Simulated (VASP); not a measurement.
# ZrB2 (Pmmn) in VASP: relaxation of cell and atoms with PBE

Aim: the relaxation of cell and atoms of ZrB2 with PBE.

Program: VASP 6.6.1. These are calculated values, not measurements. Logs are shortened: lines on timing, memory, paths and dates and some standing lists are left out, and cuts for length are marked.

## 1. The cell of the first run

Symmetry: Pmmn, No. 59, orthorhombic system. The conventional cell has a = 3.072 Å, b = 5.050 Å, c = 4.612 Å, α = 90.00°, β = 90.00°, γ = 90.00°. Within 3.2 Å of Zr (site symmetry mm2) lie 8 B at 2.39 to 2.60 Å and 6 Zr at 3.07 to 3.14 Å. B (site symmetry m) has 3 B at 1.87 Å and 4 Zr at 2.39 to 2.60 Å within 2.6 Å.

## 2. Relaxation of cell and atoms, PBE

Contents of INCAR:

```
SYSTEM = ZrB2
ALGO = Normal
EDIFF = 1E-6
EDIFFG = -0.01
ENCUT = 600
GGA = PE
IBRION = 2
ISIF = 3
ISMEAR = 0
LASPH = .TRUE.
LCHARG = .FALSE.
LREAL = .FALSE.
LWAVE = .FALSE.
NELM = 100
NSW = 100
PREC = Accurate
SIGMA = 0.1
```

Contents of KPOINTS:

```
k-points
0
G
  12 8 8
  0 0 0
```

Contents of POSCAR:

```
ZrB2
1.0
    3.0722740201      0.0000000000      0.0000000000
    0.0000000000      5.0496508825      0.0000000000
    0.0000000000      0.0000000000      4.6119662505
Zr B
2 4
Direct
    0.0000000000      0.0000000000      0.8853913000
    0.5000000000      0.5000000000      0.1146087000
    0.0000000000      0.8150516310      0.4091103823
    0.0000000000      0.1849483690      0.4091103823
    0.5000000000      0.3150516310      0.5908896177
    0.5000000000      0.6849483690      0.5908896177
```

Potentials or basis: VASP PAW PBE potentials, release 64 (Zr_sv, B).

On the command line:

```bash
cat potpaw_PBE.64/Zr_sv/POTCAR potpaw_PBE.64/B/POTCAR > POTCAR
mpirun -np 1 vasp_std > vasp.out
```

OUTCAR:

```text
SYSTEM = ZrB2
   EDIFF = 1E-6
   EDIFFG = -0.01
   ENCUT = 600
   GGA = PE
   IBRION = 2
   ISIF = 3
   ISMEAR = 0
   LASPH = .TRUE.
   LREAL = .FALSE.
   NELM = 100
   NSW = 100
   PREC = Accurate

 ion  position               nearest neighbor table
   1  0.000  0.000  0.885-   3 2.39   4 2.39   3 2.59   4 2.59   5 2.60   6 2.60   5 2.60   6 2.60
                             2 3.14   2 3.14   2 3.14   2 3.14
   2  0.500  0.500  0.115-   5 2.39   6 2.39   5 2.59   6 2.59   3 2.60   4 2.60   3 2.60   4 2.60
                             1 3.14   1 3.14   1 3.14   1 3.14
   3  0.000  0.815  0.409-   4 1.87   6 1.87   6 1.87   1 2.39   1 2.59   2 2.60   2 2.60
   4  0.000  0.185  0.409-   3 1.87   5 1.87   5 1.87   1 2.39   1 2.59   2 2.60   2 2.60
   5  0.500  0.315  0.591-   6 1.87   4 1.87   4 1.87   2 2.39   2 2.59   1 2.60   1 2.60
   6  0.500  0.685  0.591-   5 1.87   3 1.87   3 1.87   2 2.39   2 2.59   1 2.60   1 2.60

  LATTYP: Found a simple orthorhombic cell.
 ALAT       =     3.0722740201
 B/A-ratio  =     1.5011571951
 C/A-ratio  =     1.6436199536

  Lattice vectors:

 A1 = (  -3.0722740201,   0.0000000000,   0.0000000000)
 A2 = (   0.0000000000,   0.0000000000,   4.6119662505)
 A3 = (   0.0000000000,   5.0496508825,   0.0000000000)

Analysis of symmetry for initial positions (statically):
=====================================================================
 Subroutine PRICEL returns:
 Original cell was already a primitive cell.

 Routine SETGRP: Setting up the symmetry group for a
 simple orthorhombic supercell.

 Subroutine GETGRP returns: Found  8 space group operations
 (whereof  4 operations were pure point group operations)
 out of a pool of  8 trial point group operations.

The static configuration has the point symmetry C_2v.
 The point group associated with its full space group is D_2h.

Analysis of symmetry for dynamics (positions and initial velocities):
=====================================================================
 Subroutine PRICEL returns:
 Original cell was already a primitive cell.

 Routine SETGRP: Setting up the symmetry group for a
 simple orthorhombic supercell.

 Subroutine GETGRP returns: Found  8 space group operations
 (whereof  4 operations were pure point group operations)
 out of a pool of  8 trial point group operations.

The dynamic configuration has the point symmetry C_2v.
 The point group associated with its full space group is D_2h.

 Subroutine INISYM returns: Found  8 space group operations
 (whereof  4 operations are pure point group operations),
 and found     1 'primitive' translations

----------------------------------------------------------------------------------------

                                     Primitive cell

  volume of cell :      71.5496

  direct lattice vectors                    reciprocal lattice vectors
     3.072274020  0.000000000  0.000000000     0.325491800  0.000000000  0.000000000
     0.000000000  5.049650882  0.000000000     0.000000000  0.198033492  0.000000000
     0.000000000  0.000000000  4.611966251     0.000000000  0.000000000  0.216827259

  length of vectors
     3.072274020  5.049650882  4.611966251     0.325491800  0.198033492  0.216827259

  position of ions in fractional coordinates (direct lattice)
     0.000000000  0.000000000  0.885391300
     0.500000000  0.500000000  0.114608700
     0.000000000  0.815051631  0.409110382
     0.000000000  0.184948369  0.409110382
     0.500000000  0.315051631  0.590889618
     0.500000000  0.684948369  0.590889618

  ion indices of the primitive-cell ions
   primitive index   ion index
                 1           1
                 2           2
                 3           3
                 4           4
                 5           5
                 6           6

----------------------------------------------------------------------------------------

 KPOINTS: k-points

Automatic generation of k-mesh.
 Grid dimensions read from file:
 generate k-points for:   12    8    8

 Generating k-lattice:

  Cartesian coordinates                     Fractional coordinates (reciprocal lattice)
     0.027124317  0.000000000  0.000000000     0.083333333  0.000000000  0.000000000
     0.000000000  0.024754187  0.000000000     0.000000000  0.125000000  0.000000000
     0.000000000  0.000000000  0.027103407     0.000000000  0.000000000  0.125000000

  Length of vectors
     0.027124317  0.024754187  0.027103407

  Shift w.r.t. Gamma in fractional coordinates (k-lattice)
     0.000000000  0.000000000  0.000000000

 Subroutine IBZKPT returns following result:
 ===========================================

 Found    175 irreducible k-points:

 Following reciprocal coordinates:
            Coordinates               Weight
  0.000000  0.000000  0.000000      1.000000
  0.083333  0.000000  0.000000      2.000000
  0.166667  0.000000  0.000000      2.000000
  0.250000  0.000000  0.000000      2.000000
  0.333333  0.000000  0.000000      2.000000
  0.416667  0.000000  0.000000      2.000000
[... 16 lines left out ...]
  0.083333  0.375000  0.000000      4.000000
  0.166667  0.375000  0.000000      4.000000
 [... further k-points ...]
   k-points           NKPTS =    175   k-points in BZ     NKDIM =    175   number of bands    NBANDS=     22
   number of dos      NEDOS =    301   number of ions     NIONS =      6
   total plane-waves  NPLWV =  44800
   dimension x,y,z NGX =    28 NGY =   40 NGZ =   40
   dimension x,y,z NGXF=    56 NGYF=   80 NGZF=   80
   ions per type =               2   4
   NGX,Y,Z   is equivalent  to a cutoff of  15.15, 13.17, 14.42 a.u.
   NGXF,Y,Z  is equivalent  to a cutoff of  30.30, 26.34, 28.84 a.u.
 SYSTEM =  ZrB2
   PREC   = accura    normal or accurate (medium, high low for compatibility)
   ISTART =      0    job   : 0-new  1-cont  2-samecut
   ICHARG =      2    charge: 1-file 2-atom 10-const
   ISPIN  =      1    spin polarized calculation?
   LNONCOLLINEAR =      F non collinear calculations
   LSORBIT =      F    spin-orbit coupling
   LASPH  =      T    aspherical Exc in radial PAW
   ENCUT  =  600.0 eV  44.10 Ry    6.64 a.u.   6.14 10.09  9.21*2*pi/ulx,y,z
   NELM   =    100;   NELMIN=  2; NELMDL= -5     # of ELM steps
   EDIFF  = 0.1E-05   stopping-criterion for ELM
   LREAL  =      F    real-space projection
   EDIFFG = -.1E-01   stopping-criterion for IOM
   NSW    =    100    number of steps for IOM
   IBRION =      2    ionic relax: 0-MD 1-quasi-New 2-CG
   NFREE  =      1    steps in history (QN), initial steepest desc. (CG)
   ISIF   =      3    stress and relaxation
   ISYM   =      2    0-nonsym 1-usesym 2-fastsym
   POTIM  = 0.5000    time-step for ionic-motion
   TEBEG  =    0.0;   TEEND  =   0.0 temperature during run
   PSTRESS=    0.0 pullay stress
   NELECT =      36.0000    total number of electrons
   NUPDOWN=      -1.0000    fix difference up-down
   EMIN   =  10.00;   EMAX   =-10.00  energy-range for DOS
   EFERMI =   0.00;   METHOD = LEGACY
   ISMEAR =     0;   SIGMA  =   0.10  broadening in eV -4-tet -1-fermi 0-gaus
   EFERMI_NEDOS =   21; number of points for ismear=-14 and -15
   IALGO  =     38    algorithm
   IMIX   =      4    mixing-type and parameters
     AMIX     =   0.40;   BMIX     =  1.00
     AMIX_MAG =   1.60;   BMIX_MAG =  1.00
  volume/ion in A,a.u.               =      11.92        80.47
  Fermi-wavevector in a.u.,A,eV,Ry     =   1.302087  2.460587 23.067718  1.695429
  Thomas-Fermi vector in A             =   2.433178
   LORBIT       =      0    0 simple, 1 ext, 2 COOP (PROOUT), +10 PAW based schemes
   GGA     = PE    functional components
   LHFCALC =     F    Hartree Fock is set to
   AEXX    =    0.0000 exact exchange contribution
   IVDW    =     0    specifies the selected vdW correction
   LEPSILON=     F    determine dielectric tensor
   LRPA    =     F    only Hartree local field effects (RPA)
 conjugate gradient relaxation of ions
 non-spin polarized calculation
 Gauss-broadening in eV      SIGMA  =   0.10
  energy-cutoff  :      600.00
  volume of cell :       71.55
 maximum number of plane-waves:      2416
 NGX is ok and might be reduce to    28
   NGX = 13   NGY = 21   NGZ = 19

--------------------------------------- Ionic step        1  -------------------------------------------

 number of electron      36.0000000 magnetization

 Free energy of the ion-electron system (eV)
  ---------------------------------------------------
  ext. energy  EPLUGINS =         0.00000000
  ---------------------------------------------------
  free energy    TOTEN  =       -44.43385315 eV

  energy without entropy =      -44.41502792  energy(sigma->0) =      -44.42444053

------------------------ aborting loop because EDIFF is reached ----------------------------------------

  FORCE on cell =-STRESS in cart. coord.  units (eV):
  Direction    XX          YY          ZZ          XY          YZ          ZX
  --------------------------------------------------------------------------------------
  -------------------------------------------------------------------------------------
  Total        0.3877686      0.0427981      0.1469170      0.0000000      0.0000000      0.0000000
  in kB        8.6831192      0.9583581      3.2898423      0.0000000      0.0000000      0.0000000
  external PRESSURE =       4.3104399 kB  Pullay stress =       0.0000000 kB
[... 305 lines left out ...]
  energy  without entropy=      -44.4179037890  energy(sigma->0) =      -44.42689948

--------------------------------------- Ionic step        9  -------------------------------------------

 number of electron      36.0000000 magnetization

 Free energy of the ion-electron system (eV)
  ---------------------------------------------------
  ext. energy  EPLUGINS =         0.00000000
  ---------------------------------------------------
  free energy    TOTEN  =       -44.43595572 eV

  energy without entropy =      -44.41788494  energy(sigma->0) =      -44.42692033

 E-fermi :   7.6534     XC(G=0): -11.6260

 val. band max:        7.6436120103   @ k =   0.0833   0.2500   0.3750
 cond. band min:       7.6535163783   @ k =   0.0000   0.3750   0.0000
 fundamental gap:      0.0099043679
 Fermi energy:         7.6534421648

 k-point     1 :       0.0000    0.0000    0.0000
  band No.  band energies     occupation
      1     -40.3912      2.00000
      2     -40.2675      2.00000
      3     -18.8965      2.00000
      4     -18.4266      2.00000
      5     -18.4129      2.00000
      6     -18.1740      2.00000
[... 574 lines left out ...]
      6     -18.3020      2.00000
[... 14 lines left out ...]
     21       9.4133      0.00000
     22      10.2275      0.00000

 [... further k-points ...]

------------------------ aborting loop because EDIFF is reached ----------------------------------------

  FORCE on cell =-STRESS in cart. coord.  units (eV):
  Direction    XX          YY          ZZ          XY          YZ          ZX
  --------------------------------------------------------------------------------------
  -------------------------------------------------------------------------------------
  Total        0.0044267      0.0043652      0.0204084      0.0000000      0.0000000      0.0000000
  in kB        0.0988810      0.0975073      0.4558716      0.0000000      0.0000000      0.0000000
  external PRESSURE =       0.2174200 kB  Pullay stress =       0.0000000 kB
[... 21 lines left out ...]
  FREE ENERGIE OF THE ION-ELECTRON SYSTEM (eV)
  ---------------------------------------------------
  free  energy   TOTEN  =       -44.4359557186 eV

  energy  without entropy=      -44.4178849363  energy(sigma->0) =      -44.42692033

 reached required accuracy - stopping structural energy minimisation
```

It took 32 min on 1 thread of Intel Xeon 8259CL, shared host; peak memory 0.43 GiB.

Results:

* Free energy: -44.4360 eV
* Relaxed volume: 11.95 Å³/atom
* Relaxed cell: a = 3.073 Å, b = 5.056 Å, c = 4.616 Å, α = 90.00°, β = 90.00°, γ = 90.00°
* Space group after relaxing (to 0.1 Å): Pmmn (No. 59)
* Energy gained by relaxing: 0.4 meV/atom
* Ionic steps: 9
* Pressure after relaxing: 0.0 GPa
* Band gap on the k mesh: zero (bands 18 and 19 overlap by 1.46 eV)

The path:
```
step  energy change (eV)  largest force (eV/Å)  pressure (GPa)  volume (Å³)
   1              0.0000                0.0825            0.43        71.55
   2             -0.0013                0.0380           -0.37        71.88
   3             -0.0013                0.0410           -0.32        71.86
   4             -0.0017                0.0123            0.08        71.72
   5             -0.0017                0.0149            0.04        71.74
   6             -0.0019                0.0094            0.02        71.73
   7             -0.0020                0.0199            0.02        71.71
   8             -0.0020                0.0185            0.02        71.71
   9             -0.0021                0.0019            0.02        71.73
```

Final structure:
```
Zr B
1.0
     3.07308    0.00000    0.00000
     0.00000    5.05625    0.00000
     0.00000    0.00000    4.61609
Zr B
2 4
Direct
  0.00000 0.00000 0.88527
  0.50000 0.50000 0.11473
  0.00000 0.81677 0.40746
  0.00000 0.18323 0.40746
  0.50000 0.31677 0.59254
  0.50000 0.68323 0.59254
```

Levels at points of the mesh, in eV from the Fermi level:
```
           k point  band 16  band 17  band 18  band 19  band 20  band 21
(0.00, 0.00, 0.00)    -0.65    -0.25     0.27     0.38     1.95     3.43
(0.50, 0.00, 0.00)    -2.13    -1.50    -1.50     0.36     0.36     4.75
(0.00, 0.50, 0.00)    -0.82     0.01     0.01     0.09     0.09     2.83
(0.50, 0.50, 0.00)    -1.63    -1.00    -1.00     0.62     0.62     3.12
(0.00, 0.00, 0.50)    -0.80    -0.08     1.15     1.48     1.92     1.92
(0.50, 0.00, 0.50)    -2.08    -1.04    -1.04     0.66     0.66     3.95
(0.00, 0.50, 0.50)    -1.01    -0.45    -0.45     0.67     0.67     3.78
(0.50, 0.50, 0.50)    -0.62     0.06     0.06     0.85     0.85     0.89
```
